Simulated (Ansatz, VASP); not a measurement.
Si4S: VASP beside Ansatz

```
Si S
1.0
     5.15512    0.00000    0.00000
    -2.57756    4.46447    0.00000
     0.00000    0.00000    4.74792
Si S
4 1
Direct
  0.50000 0.00000 0.50000
  0.00000 0.50000 0.50000
  0.50000 0.50000 0.50000
  0.00000 0.00000 0.00000
  0.00000 0.00000 0.50000
```

Alike in both runs: functional PBE; k mesh 5 × 5 × 3; occupations gaussian, width 0.2 eV; no spin polarisation.

Ansatz relaxed the structure, and its values are those at the end. VASP's run is a single point on that final structure, the one shown.

|  | VASP | Ansatz |
| --- | --- | --- |
| version | VASP 6.6.1 | Ansatz 0.2.0 |
| potentials or method | VASP PAW PBE potentials, release 64 (Si, S), cutoff 500 eV | scalar-relativistic, plane waves, PAW |
| valence electrons in the cell | 22 | 22 |

```csv
,VASP,Ansatz,Ansatz less VASP
gap on the k mesh at the Fermi level (eV),none,none,-
pressure (GPa),0.3,0.3,+0.01
```

A gap of «none» marks a metal or a gap that the smearing closes.

The k mesh is coarse, so the values compare programs but aren't converged.
